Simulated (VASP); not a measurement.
# Sr (P6_3/mmc) in VASP: single point with r2SCAN

Aim: the single point of Sr with r2SCAN.

Everything below comes from runs of VASP 6.6.1. Logs are shortened: lines on timing, memory, paths and dates and some standing lists are left out, and cuts for length are marked.

### Step 1. The cell of the first run

Symmetry: P6_3/mmc, No. 194, hexagonal system. The conventional cell has a = 4.303 Å, b = 4.303 Å, c = 7.121 Å, α = 90.00°, β = 90.00°, γ = 120.00°. Within 5.6 Å of Sr (site symmetry -6m2) lie 12 Sr at 4.30 to 4.34 Å.

This isn't the form of Sr at room conditions, which is fcc.

### Step 2. Single point, r2SCAN

The input, POSCAR:

```
Sr
1.0
    4.3026311490      0.0000000000      0.0000000000
   -2.1513155745      3.7261878782      0.0000000000
    0.0000000000      0.0000000000      7.1214985069
Sr
2
Direct
    0.3333333333      0.6666666667      0.2500000000
    0.6666666667      0.3333333333      0.7500000000
```

The input, INCAR.step1:

```
SYSTEM = Sr
  PREC = Accurate
  ENCUT = 520
  ISMEAR = 0
  SIGMA = 0.1
  LREAL = .False.
  LASPH = .True.
  NELM = 100
  NBANDS = 17
  GGA = PE
  ALGO = Normal
  EDIFF = 1E-4
  LWAVE = .True.
  LCHARG = .False.
```

The input, INCAR.step2:

```
SYSTEM = Sr
  PREC = Accurate
  ENCUT = 520
  EDIFF = 1E-6
  ISMEAR = 0
  SIGMA = 0.1
  LREAL = .False.
  LASPH = .True.
  NELM = 100
  ALGO = Normal
  ISIF = 2
  LWAVE = .False.
  LCHARG = .False.
  METAGGA = R2SCAN
  LMIXTAU = .True.
  NBANDS = 17
  ISTART = 1
```

The input, KPOINTS:

```
regular mesh
0
Gamma
  12 12 6
  0 0 0
```

Potentials or basis: VASP PAW PBE potentials, release 64 (Sr_sv).

The run is started by

```console
$ cat potpaw_PBE.64/Sr_sv/POTCAR > POTCAR
$ cp INCAR.step1 INCAR
$ mpirun -np 1 vasp_std > vasp.out
$ cp INCAR.step2 INCAR
$ mpirun -np 1 vasp_std > vasp.out
```

OUTCAR:

```text
SYSTEM = Sr
   PREC = Accurate
   ENCUT = 520
   EDIFF = 1E-6
   ISMEAR = 0
   LREAL = .False.
   LASPH = .True.
   NELM = 100
   ISIF = 2
   METAGGA = R2SCAN
   ISTART = 1

 ion  position               nearest neighbor table
   1  0.333  0.667  0.250-   2 4.34   2 4.34   2 4.34   2 4.34   2 4.34   2 4.34
   2  0.667  0.333  0.750-   1 4.34   1 4.34   1 4.34   1 4.34   1 4.34   1 4.34

  LATTYP: Found a hexagonal cell.
 ALAT       =     4.3026311490
 C/A-ratio  =     1.6551496655

  Lattice vectors:

 A1 = (   4.3026311490,   0.0000000000,   0.0000000000)
 A2 = (  -2.1513155745,   3.7261878782,   0.0000000000)
 A3 = (   0.0000000000,   0.0000000000,   7.1214985069)

Analysis of symmetry for initial positions (statically):
=====================================================================
 Subroutine PRICEL returns:
 Original cell was already a primitive cell.

 Routine SETGRP: Setting up the symmetry group for a
 hexagonal supercell.

 Subroutine GETGRP returns: Found 24 space group operations
 (whereof 12 operations were pure point group operations)
 out of a pool of 24 trial point group operations.

The static configuration has the point symmetry D_3d.
 The point group associated with its full space group is D_6h.

Analysis of symmetry for dynamics (positions and initial velocities):
=====================================================================
 Subroutine PRICEL returns:
 Original cell was already a primitive cell.

 Routine SETGRP: Setting up the symmetry group for a
 hexagonal supercell.

 Subroutine GETGRP returns: Found 24 space group operations
 (whereof 12 operations were pure point group operations)
 out of a pool of 24 trial point group operations.

The dynamic configuration has the point symmetry D_3d.
 The point group associated with its full space group is D_6h.

 Subroutine INISYM returns: Found 24 space group operations
 (whereof 12 operations are pure point group operations),
 and found     1 'primitive' translations

----------------------------------------------------------------------------------------

                                     Primitive cell

  volume of cell :     114.1748

  direct lattice vectors                    reciprocal lattice vectors
     4.302631149  0.000000000  0.000000000     0.232415925  0.134185397  0.000000000
    -2.151315574  3.726187878  0.000000000     0.000000000  0.268370794  0.000000000
     0.000000000  0.000000000  7.121498507     0.000000000  0.000000000  0.140419885

  length of vectors
     4.302631149  4.302631149  7.121498507     0.268370794  0.268370794  0.140419885

  position of ions in fractional coordinates (direct lattice)
     0.333333333  0.666666667  0.250000000
     0.666666667  0.333333333  0.750000000

  ion indices of the primitive-cell ions
   primitive index   ion index
                 1           1
                 2           2

----------------------------------------------------------------------------------------

 KPOINTS: regular mesh

Automatic generation of k-mesh.
 Grid dimensions read from file:
 generate k-points for:   12   12    6

 Generating k-lattice:

  Cartesian coordinates                     Fractional coordinates (reciprocal lattice)
     0.019367994  0.011182116  0.000000000     0.083333333  0.000000000  0.000000000
     0.000000000  0.022364233  0.000000000     0.000000000  0.083333333  0.000000000
     0.000000000  0.000000000  0.023403314     0.000000000  0.000000000  0.166666667

  Length of vectors
     0.022364233  0.022364233  0.023403314

  Shift w.r.t. Gamma in fractional coordinates (k-lattice)
     0.000000000  0.000000000  0.000000000

 Subroutine IBZKPT returns following result:
 ===========================================

 Found     76 irreducible k-points:

 Following reciprocal coordinates:
            Coordinates               Weight
  0.000000  0.000000  0.000000      1.000000
  0.083333  0.000000  0.000000      6.000000
  0.166667 -0.000000  0.000000      6.000000
  0.250000 -0.000000  0.000000      6.000000
  0.333333 -0.000000  0.000000      6.000000
  0.416667  0.000000  0.000000      6.000000
[... 16 lines left out ...]
  0.250000 -0.000000  0.166667     12.000000
  0.333333 -0.000000  0.166667     12.000000
 [... further k-points ...]
   k-points           NKPTS =     76   k-points in BZ     NKDIM =     76   number of bands    NBANDS=     17
   number of dos      NEDOS =    301   number of ions     NIONS =      2
   total plane-waves  NPLWV =  55296
   dimension x,y,z NGX =    32 NGY =   32 NGZ =   54
   dimension x,y,z NGXF=    64 NGYF=   64 NGZF=  108
   ions per type =               2
   NGX,Y,Z   is equivalent  to a cutoff of  12.36, 12.36, 12.61 a.u.
   NGXF,Y,Z  is equivalent  to a cutoff of  24.73, 24.73, 25.21 a.u.
 SYSTEM =  Sr
   PREC   = accura    normal or accurate (medium, high low for compatibility)
   ISTART =      1    job   : 0-new  1-cont  2-samecut
   ICHARG =      0    charge: 1-file 2-atom 10-const
   ISPIN  =      1    spin polarized calculation?
   LNONCOLLINEAR =      F non collinear calculations
   LSORBIT =      F    spin-orbit coupling
   LASPH  =      T    aspherical Exc in radial PAW
   ENCUT  =  520.0 eV  38.22 Ry    6.18 a.u.   8.00  8.00 13.24*2*pi/ulx,y,z
   NELM   =    100;   NELMIN=  2; NELMDL=  0     # of ELM steps
   EDIFF  = 0.1E-05   stopping-criterion for ELM
   LREAL  =      F    real-space projection
   EDIFFG = 0.1E-04   stopping-criterion for IOM
   NSW    =      0    number of steps for IOM
   IBRION =     -1    ionic relax: 0-MD 1-quasi-New 2-CG
   NFREE  =      0    steps in history (QN), initial steepest desc. (CG)
   ISIF   =      2    stress and relaxation
   ISYM   =      2    0-nonsym 1-usesym 2-fastsym
   POTIM  = 0.5000    time-step for ionic-motion
   TEBEG  =    0.0;   TEEND  =   0.0 temperature during run
   PSTRESS=    0.0 pullay stress
   NELECT =      20.0000    total number of electrons
   NUPDOWN=      -1.0000    fix difference up-down
   EMIN   =  10.00;   EMAX   =-10.00  energy-range for DOS
   EFERMI =   0.00;   METHOD = LEGACY
   ISMEAR =     0;   SIGMA  =   0.10  broadening in eV -4-tet -1-fermi 0-gaus
   EFERMI_NEDOS =   21; number of points for ismear=-14 and -15
   IALGO  =     38    algorithm
   IMIX   =      4    mixing-type and parameters
     AMIX     =   0.40;   BMIX     =  1.00
     AMIX_MAG =   1.60;   BMIX_MAG =  1.00
  volume/ion in A,a.u.               =      57.09       385.24
  Fermi-wavevector in a.u.,A,eV,Ry     =   0.915998  1.730986 11.416012  0.839053
  Thomas-Fermi vector in A             =   2.040804
   LORBIT       =      0    0 simple, 1 ext, 2 COOP (PROOUT), +10 PAW based schemes
   METAGGA = R2SCAN    functional components
   LHFCALC =     F    Hartree Fock is set to
   AEXX    =    0.0000 exact exchange contribution
   IVDW    =     0    specifies the selected vdW correction
   LEPSILON=     F    determine dielectric tensor
   LRPA    =     F    only Hartree local field effects (RPA)
 non-spin polarized calculation
 Gauss-broadening in eV      SIGMA  =   0.10
  energy-cutoff  :      520.00
  volume of cell :      114.17
 maximum number of plane-waves:      3102
   NGX = 17   NGY = 17   NGZ = 27

 number of electron      20.0000000 magnetization

 Free energy of the ion-electron system (eV)
  ---------------------------------------------------
  ext. energy  EPLUGINS =         0.00000000
  ---------------------------------------------------
  free energy    TOTEN  =       -30.19732882 eV

  energy without entropy =      -30.18706963  energy(sigma->0) =      -30.19219923

 E-fermi :   1.5075     XC(G=0):  -7.6769

 val. band max:        1.4963120463   @ k =   0.2500   0.0833   0.0000
 cond. band min:       1.5131209895   @ k =   0.3333   0.1667   0.0000
 fundamental gap:      0.0168089431
 Fermi energy:         1.5075306241

 k-point     1 :       0.0000    0.0000    0.0000
  band No.  band energies     occupation
      1     -36.6115      2.00000
      2     -36.5995      2.00000
      3     -18.0428      2.00000
      4     -17.9013      2.00000
      5     -17.9013      2.00000
      6     -17.8787      2.00000
[... 9 lines left out ...]
     16       4.5083      0.00000
     17       5.0918      0.00000

 k-point     2 :       0.0833    0.0000    0.0000
  band No.  band energies     occupation
      1     -36.6107      2.00000
      2     -36.5991      2.00000
      3     -18.0388      2.00000
      4     -17.9109      2.00000
      5     -17.9043      2.00000
      6     -17.8886      2.00000
[... 9 lines left out ...]
     16       4.6054      0.00000
     17       4.8964      0.00000

 k-point     3 :       0.1667   -0.0000    0.0000
  band No.  band energies     occupation
      1     -36.6085      2.00000
      2     -36.5979      2.00000
      3     -18.0274      2.00000
      4     -17.9371      2.00000
      5     -17.9153      2.00000
      6     -17.9122      2.00000
[... 9 lines left out ...]
     16       4.5165      0.00000
     17       4.7097      0.00000

 k-point     4 :       0.2500   -0.0000    0.0000
  band No.  band energies     occupation
      1     -36.6055      2.00000
      2     -36.5965      2.00000
      3     -18.0104      2.00000
      4     -17.9732      2.00000
      5     -17.9508      2.00000
      6     -17.9226      2.00000
[... 9 lines left out ...]
     16       4.8520      0.00000
     17       4.8923      0.00000
[... 343 lines left out ...]
      1     -36.6078      2.00000
      2     -36.5986      2.00000
      3     -18.0191      2.00000
      4     -17.9342      2.00000
      5     -17.9206      2.00000
      6     -17.9103      2.00000
[... 9 lines left out ...]
     16       4.6621      0.00000
     17       4.9232      0.00000

 k-point    23 :       0.2500   -0.0000    0.1667
  band No.  band energies     occupation
      1     -36.6049      2.00000
      2     -36.5971      2.00000
      3     -18.0091      2.00000
      4     -17.9660      2.00000
      5     -17.9550      2.00000
      6     -17.9205      2.00000
[... 9 lines left out ...]
     16       4.8943      0.00000
     17       4.9899      0.00000

 k-point    24 :       0.3333   -0.0000    0.1667
  band No.  band energies     occupation
      1     -36.6017      2.00000
      2     -36.5957      2.00000
      3     -18.0189      2.00000
      4     -17.9931      2.00000
      5     -17.9712      2.00000
      6     -17.9305      2.00000
[... 9 lines left out ...]
     16       5.2824      0.00000
     17       5.3889      0.00000

 [... further k-points ...]
[... 5 lines left out ...]
  --------------------------------------------------------------------------------------
  -------------------------------------------------------------------------------------
  Total        0.0256488      0.0256488      0.0011606      0.0000000     -0.0000000     -0.0000000
  in kB        0.3599211      0.3599211      0.0162860      0.0000000     -0.0000000     -0.0000000
  external PRESSURE =       0.2453761 kB  Pullay stress =       0.0000000 kB

 VOLUME and BASIS-vectors are now :
 -----------------------------------------------------------------------------
  energy-cutoff  :      520.00
  volume of cell :      114.17
      direct lattice vectors                 reciprocal lattice vectors
     4.302631149  0.000000000  0.000000000     0.232415925  0.134185397  0.000000000
    -2.151315574  3.726187878  0.000000000     0.000000000  0.268370794  0.000000000
     0.000000000  0.000000000  7.121498507     0.000000000  0.000000000  0.140419885

 POSITION                                       TOTAL-FORCE (eV/Angst)
 -----------------------------------------------------------------------------------
     -0.00000      2.48413      1.78037        -0.000000     -0.000000      0.000000
      2.15132      1.24206      5.34112         0.000000      0.000000     -0.000000
 -----------------------------------------------------------------------------------
    total drift:                               -0.000000      0.000000     -0.000000

  FREE ENERGIE OF THE ION-ELECTRON SYSTEM (eV)
  ---------------------------------------------------
  free  energy   TOTEN  =       -30.1973288243 eV

  energy  without entropy=      -30.1870696272  energy(sigma->0) =      -30.19219923
```

Run time: 4.5 min. Hardware: 1 thread of Intel Xeon Platinum 8488C (Sapphire Rapids), shared host; peak memory 0.32 GiB.

Results:

- Free energy: -30.1973 eV
- Pressure: 0.0 GPa
- Band gap on the k mesh: zero (bands 10 and 11 overlap by 0.38 eV)

Caveat: the PAW data sets were made with another functional, which shifts forces and pressure a little.
